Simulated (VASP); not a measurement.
# NaH (R-3m) in VASP: a series of runs, part 2 of 2

VASP 6.6.1. Earlier steps stand in the parts before.

## Step 4: Relaxation of cell and atoms, PBE

This run uses another cell than the first one, of 14.07 Å³/atom.

Input file INCAR:

```
SYSTEM = NaH
ALGO = Normal
EDIFF = 1E-7
EDIFFG = -0.01
ENCUT = 600
GGA = PE
IBRION = 2
ISIF = 3
ISMEAR = 0
LASPH = .TRUE.
LCHARG = .FALSE.
LREAL = .FALSE.
LWAVE = .FALSE.
NELM = 100
NSW = 100
PREC = Accurate
SIGMA = 0.02
```

Input file KPOINTS:

```
k-points
0
G
  12 12 12
  0 0 0
```

Input file POSCAR:

```
NaH
1.0
    1.6778192334      0.9686893860      8.6581362438
   -1.6778192334      0.9686893860      8.6581362438
    0.0000000000     -1.9373787721      8.6581362438
Na H
3 3
Direct
    0.5000000000      0.5000000000      0.5000000000
    0.6130321690      0.6130321690      0.6130321690
    0.3869678310      0.3869678310      0.3869678310
    0.0000000000      0.0000000000      0.0000000000
    0.7767291038      0.7767291038      0.7767291038
    0.2232708962      0.2232708962      0.2232708962
```

Potentials or basis: VASP PAW PBE potentials, release 64 (Na_pv, H).

Started as:

```
$ cat potpaw_PBE.64/Na_pv/POTCAR potpaw_PBE.64/H/POTCAR > POTCAR
$ mpirun -np 1 vasp_std > vasp.out
```

OUTCAR:

```text
SYSTEM = NaH
   EDIFF = 1E-7
   EDIFFG = -0.01
   ENCUT = 600
   GGA = PE
   IBRION = 2
   ISIF = 3
   ISMEAR = 0
   LASPH = .TRUE.
   LREAL = .FALSE.
   NELM = 100
   NSW = 100
   PREC = Accurate

 ion  position               nearest neighbor table
   1  0.500  0.500  0.500-
   2  0.613  0.613  0.613-
   3  0.387  0.387  0.387-
   4  0.000  0.000  0.000-
   5  0.777  0.777  0.777-
   6  0.223  0.223  0.223-

  LATTYP: Found a trigonal (rhomboedric) cell.
 ALAT       =     8.8722465995
 COS(alpha) =     0.9284757810

  Lattice vectors:

 A1 = (   1.6778192334,   0.9686893860,   8.6581362438)
 A2 = (  -1.6778192334,   0.9686893860,   8.6581362438)
 A3 = (   0.0000000000,  -1.9373787721,   8.6581362438)

Analysis of symmetry for initial positions (statically):
=====================================================================
 Subroutine PRICEL returns:
 Original cell was already a primitive cell.

 Routine SETGRP: Setting up the symmetry group for a
 trigonal (rhombohedral) supercell.

 Subroutine GETGRP returns: Found 12 space group operations
 (whereof 12 operations were pure point group operations)
 out of a pool of 12 trial point group operations.

The static configuration has the point symmetry D_3d.

Analysis of symmetry for dynamics (positions and initial velocities):
=====================================================================
 Subroutine PRICEL returns:
 Original cell was already a primitive cell.

 Routine SETGRP: Setting up the symmetry group for a
 trigonal (rhombohedral) supercell.

 Subroutine GETGRP returns: Found 12 space group operations
 (whereof 12 operations were pure point group operations)
 out of a pool of 12 trial point group operations.

The dynamic configuration has the point symmetry D_3d.

 Subroutine INISYM returns: Found 12 space group operations
 (whereof 12 operations are pure point group operations),
 and found     1 'primitive' translations

----------------------------------------------------------------------------------------

                                     Primitive cell

  volume of cell :      84.4317

  direct lattice vectors                    reciprocal lattice vectors
     1.677819233  0.968689386  8.658136244     0.298005882  0.172053776  0.038499433
    -1.677819233  0.968689386  8.658136244    -0.298005882  0.172053776  0.038499433
     0.000000000 -1.937378772  8.658136244     0.000000000 -0.344107552  0.038499433

  length of vectors
     8.872246600  8.872246600  8.872246600     0.346254550  0.346254550  0.346254550

  position of ions in fractional coordinates (direct lattice)
     0.500000000  0.500000000  0.500000000
     0.613032169  0.613032169  0.613032169
     0.386967831  0.386967831  0.386967831
     0.000000000  0.000000000  0.000000000
     0.776729104  0.776729104  0.776729104
     0.223270896  0.223270896  0.223270896

  ion indices of the primitive-cell ions
   primitive index   ion index
                 1           1
                 2           2
                 3           3
                 4           4
                 5           5
                 6           6

[... 31 lines left out ...]
  0.250000  0.000000  0.000000      6.000000
  0.333333  0.000000 -0.000000      6.000000
  0.416667  0.000000  0.000000      6.000000
[... 16 lines left out ...]
  0.500000  0.166667  0.000000     12.000000
 -0.416667  0.166667 -0.000000     12.000000
 [... further k-points ...]
   k-points           NKPTS =    189   k-points in BZ     NKDIM =    189   number of bands    NBANDS=     16
   number of dos      NEDOS =    301   number of ions     NIONS =      6
   total plane-waves  NPLWV = 373248
   dimension x,y,z NGX =    72 NGY =   72 NGZ =   72
   dimension x,y,z NGXF=   144 NGYF=  144 NGZF=  144
   ions per type =               3   3
   NGX,Y,Z   is equivalent  to a cutoff of  13.49, 13.49, 13.49 a.u.
   NGXF,Y,Z  is equivalent  to a cutoff of  26.98, 26.98, 26.98 a.u.
 SYSTEM =  NaH
   PREC   = accura    normal or accurate (medium, high low for compatibility)
   ISTART =      0    job   : 0-new  1-cont  2-samecut
   ICHARG =      2    charge: 1-file 2-atom 10-const
   ISPIN  =      1    spin polarized calculation?
   LNONCOLLINEAR =      F non collinear calculations
   LSORBIT =      F    spin-orbit coupling
   LASPH  =      T    aspherical Exc in radial PAW
   ENCUT  =  600.0 eV  44.10 Ry    6.64 a.u.  17.72 17.72 17.72*2*pi/ulx,y,z
   NELM   =    100;   NELMIN=  2; NELMDL= -5     # of ELM steps
   EDIFF  = 0.1E-06   stopping-criterion for ELM
   LREAL  =      F    real-space projection
   EDIFFG = -.1E-01   stopping-criterion for IOM
   NSW    =    100    number of steps for IOM
   IBRION =      2    ionic relax: 0-MD 1-quasi-New 2-CG
   NFREE  =      1    steps in history (QN), initial steepest desc. (CG)
   ISIF   =      3    stress and relaxation
   ISYM   =      2    0-nonsym 1-usesym 2-fastsym
   POTIM  = 0.5000    time-step for ionic-motion
   TEBEG  =    0.0;   TEEND  =   0.0 temperature during run
   PSTRESS=    0.0 pullay stress
   NELECT =      24.0000    total number of electrons
   NUPDOWN=      -1.0000    fix difference up-down
   EMIN   =  10.00;   EMAX   =-10.00  energy-range for DOS
   EFERMI =   0.00;   METHOD = LEGACY
   ISMEAR =     0;   SIGMA  =   0.02  broadening in eV -4-tet -1-fermi 0-gaus
   EFERMI_NEDOS =   21; number of points for ismear=-14 and -15
   IALGO  =     38    algorithm
   IMIX   =      4    mixing-type and parameters
     AMIX     =   0.40;   BMIX     =  1.00
     AMIX_MAG =   1.60;   BMIX_MAG =  1.00
  volume/ion in A,a.u.               =      14.07        94.96
  Fermi-wavevector in a.u.,A,eV,Ry     =   1.076408  2.034116 15.764438  1.158653
  Thomas-Fermi vector in A             =   2.212291
   LORBIT       =      0    0 simple, 1 ext, 2 COOP (PROOUT), +10 PAW based schemes
   GGA     = PE    functional components
   LHFCALC =     F    Hartree Fock is set to
   AEXX    =    0.0000 exact exchange contribution
   IVDW    =     0    specifies the selected vdW correction
   LEPSILON=     F    determine dielectric tensor
   LRPA    =     F    only Hartree local field effects (RPA)
 conjugate gradient relaxation of ions
 non-spin polarized calculation
 Gauss-broadening in eV      SIGMA  =   0.02
  energy-cutoff  :      600.00
  volume of cell :       84.43
 maximum number of plane-waves:      2860
   NGX = 35   NGY = 35   NGZ = 35

--------------------------------------- Ionic step        1  -------------------------------------------

 number of electron      24.0000006 magnetization

 Free energy of the ion-electron system (eV)
  ---------------------------------------------------
  ext. energy  EPLUGINS =         0.00000000
  ---------------------------------------------------
  free energy    TOTEN  =       -15.08274892 eV

  energy without entropy =      -15.08274892  energy(sigma->0) =      -15.08274892

------------------------ aborting loop because EDIFF is reached ----------------------------------------

  FORCE on cell =-STRESS in cart. coord.  units (eV):
  Direction    XX          YY          ZZ          XY          YZ          ZX
  --------------------------------------------------------------------------------------
  -------------------------------------------------------------------------------------
  Total        0.1265837      0.1265837      0.1514415      0.0000000     -0.0000000      0.0000000
  in kB        2.4020549      2.4020549      2.8737569      0.0000000     -0.0000000      0.0000000
  external PRESSURE =       2.5592889 kB  Pullay stress =       0.0000000 kB
[... 67 lines left out ...]
--------------------------------------- Ionic step        3  -------------------------------------------

 number of electron      24.0000007 magnetization

 Free energy of the ion-electron system (eV)
  ---------------------------------------------------
  ext. energy  EPLUGINS =         0.00000000
  ---------------------------------------------------
  free energy    TOTEN  =       -15.08346030 eV

  energy without entropy =      -15.08346030  energy(sigma->0) =      -15.08346030

 E-fermi :  -1.0109     XC(G=0):  -7.7472

 val. band max:       -1.1146607208   @ k =  -0.2500   0.5000   0.2500
 cond. band min:       2.3499380754   @ k =   0.5000   0.5000   0.5000
 fundamental gap:      3.4645987962
 Fermi energy:        -1.0109198633

 k-point     1 :       0.0000    0.0000    0.0000
  band No.  band energies     occupation
      1     -23.4612      2.00000
      2     -23.4030      2.00000
      3     -23.3600      2.00000
      4     -23.3600      2.00000
      5     -23.3276      2.00000
      6     -23.3276      2.00000
[... 433 lines left out ...]
      3     -23.4000      2.00000
      4     -23.3976      2.00000
      5     -23.3906      2.00000
      6     -23.3651      2.00000
[... 8 lines left out ...]
     15       4.3170      0.00000
     16       6.0768      0.00000

 [... further k-points ...]
[... 5 lines left out ...]
  --------------------------------------------------------------------------------------
  -------------------------------------------------------------------------------------
  Total        0.0300883      0.0300883      0.0343133      0.0000000     -0.0000000     -0.0000000
  in kB        0.5664640      0.5664640      0.6460060      0.0000000     -0.0000000     -0.0000000
  external PRESSURE =       0.5929780 kB  Pullay stress =       0.0000000 kB
[... 21 lines left out ...]
  FREE ENERGIE OF THE ION-ELECTRON SYSTEM (eV)
  ---------------------------------------------------
  free  energy   TOTEN  =       -15.0834602995 eV

  energy  without entropy=      -15.0834602995  energy(sigma->0) =      -15.08346030

 reached required accuracy - stopping structural energy minimisation
```

OSZICAR:

```text
N       E                     dE             d eps       ncg     rms          rms(c)
DAV:   1     0.172407906085E+03    0.17241E+03   -0.13829E+04  6048   0.176E+03
[... 21 lines left out ...]
       N       E                     dE             d eps       ncg     rms          rms(c)
DAV:   1    -0.150858181411E+02   -0.26797E-02   -0.82967E-02  6048   0.543E+00    0.346E-01
DAV:   2    -0.150841031697E+02    0.17150E-02   -0.29910E-03  6248   0.100E+00    0.175E-01
DAV:   3    -0.150834991504E+02    0.60402E-03   -0.10227E-03  6120   0.577E-01    0.165E-02
DAV:   4    -0.150834613374E+02    0.37813E-04   -0.58136E-05  7432   0.142E-01    0.265E-03
DAV:   5    -0.150834602749E+02    0.10625E-05   -0.16170E-06  8592   0.201E-02    0.907E-04
DAV:   6    -0.150834602995E+02   -0.24652E-07   -0.33837E-08  3752   0.244E-03
   3 F= -.15083460E+02 E0= -.15083460E+02  d E =-.711383E-03
```

It took 37 min on 1 thread of AMD EPYC 9R45 (Zen 5), shared host; peak memory 0.87 GiB.

Results:

```
Free energy                           : -15.0835 eV
Relaxed volume                        : 14.18 Å³/atom
Relaxed cell                          : a = 8.898 Å, b = 8.898 Å, c = 8.898 Å, α = 21.79°, β = 21.79°, γ = 21.79°
Space group after relaxing (to 0.1 Å) : R-3m (No. 166)
Energy gained by relaxing             : 0.1 meV/atom
Ionic steps                           : 3
Pressure after relaxing               : 0.1 GPa
Largest force after relaxing          : 0.006 eV/Å
Band gap on the k mesh                : 3.46 eV (least direct gap 4.21 eV)
```

Forces in eV/Å, atoms in the order of the input:
```
Na   0.000  0.000  0.000
Na   0.000  0.000 -0.006
Na   0.000  0.000  0.006
H    0.000  0.000  0.000
H    0.000  0.000  0.005
H    0.000  0.000 -0.005
```

The path:
```csv
step,energy change (eV),largest force (eV/Å),pressure (GPa),volume (Å³)
1,0.0000,0.0126,0.26,84.43
2,-0.0004,0.0097,0.17,84.71
3,-0.0007,0.0057,0.06,85.10
```

Final structure:
```
Na H
1.0
     1.68197    0.97109    8.68377
    -1.68197    0.97109    8.68377
     0.00000   -1.94217    8.68377
Na H
3 3
Direct
  0.50000 0.50000 0.50000
  0.61298 0.61298 0.61298
  0.38702 0.38702 0.38702
  0.00000 0.00000 0.00000
  0.77675 0.77675 0.77675
  0.22325 0.22325 0.22325
```

A k mesh can miss the band edges.
